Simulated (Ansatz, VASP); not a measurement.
**Sb: VASP beside Ansatz**

File INCAR:

```
PREC = Accurate
ENCUT = 520
EDIFF = 1E-7
ISMEAR = -1
SIGMA = 0.05
LREAL = False
LASPH = True
NELM = 60
ALGO = Normal
ISIF = 2
LWAVE = False
LCHARG = False
GGA = PS
NBANDS = 12
```

Contents of KPOINTS:

```
Automatic mesh
0
Gamma
  12 12 7
```

POSCAR

```
Sb
1.0
    3.3690001795      0.0505350027      0.0505350027
   -1.6407354937      2.8923722395      0.0184970948
    0.0799500000      0.0799500000      5.3300000000
Sb
2
Direct
    0.3333333333      0.6666666667      0.2500000000
    0.6666666667      0.3333333333      0.7500000000
```

Input for Ansatz:

```yaml
crystal:
  lattice:
    - [3.3690001795, 0.0505350027, 0.0505350027]
    - [-1.6407354937, 2.8923722395, 0.0184970948]
    - [0.07995, 0.07995, 5.33]
  atoms:
    - { symbol: Sb, position: [0.3333333333, 0.6666666667, 0.25] }
    - { symbol: Sb, position: [0.6666666667, 0.3333333333, 0.75] }
kpoints:
  mp_grid: { grid: [12, 12, 7] }
  band_path:
    path:
      - [0.0, 0.0, 0.0]
      - [0.0, -0.5, 0.0]
      - [0.0, 0.0, 0.5]
      - [0.0, 0.0, 0.0]
      - [-0.5, 0.0, 0.0]
      - [-0.5, 0.5, -0.5]
      - [0.0, 0.0, 0.0]
      - [-0.5, 0.0, -0.5]
      - [-0.5, 0.5, 0.0]
    npoints: 5
scf:
  occupations: { method: fermi_dirac, width: 0.05 }
hamiltonian:
  xc: pbesol
  pseudopotentials: { kind: all_electron, lapw: { basis_error: 0.0005 } }
output:
  forces: true
  stress: true
  eigenvalues: true
```

Change from the starting cell: equal xy, yz and zx shear strains of +3 %.

Alike in both runs: task single point; functional PBEsol; k mesh 12 × 12 × 7; occupations fermi-dirac, width 0.05 eV; no spin polarisation.

```csv
,VASP,Ansatz
version,VASP 6.6.1,Ansatz 0.2.0
potentials or method,"VASP PAW PBE potentials, release 64 (Sb), cutoff 520 eV","all-electron LAPW, scalar-relativistic"
```

```tsv
	VASP	Ansatz	Ansatz less VASP
pressure (GPa)	-0.1	-0.1	+0.02
traceless stress, the component that is largest in VASP (GPa)	-0.57	-0.57	-0.001
rms of the force components (eV/Å)	0.017	0.017	-0.0002
```

VASP's potentials were made for PBE, not for PBEsol. Atom by atom the forces differ by 0.000 eV/Å (rms over components). Ansatz ran all-electron here, and VASP with PAW potentials.

Neither program's run includes spin-orbit coupling.
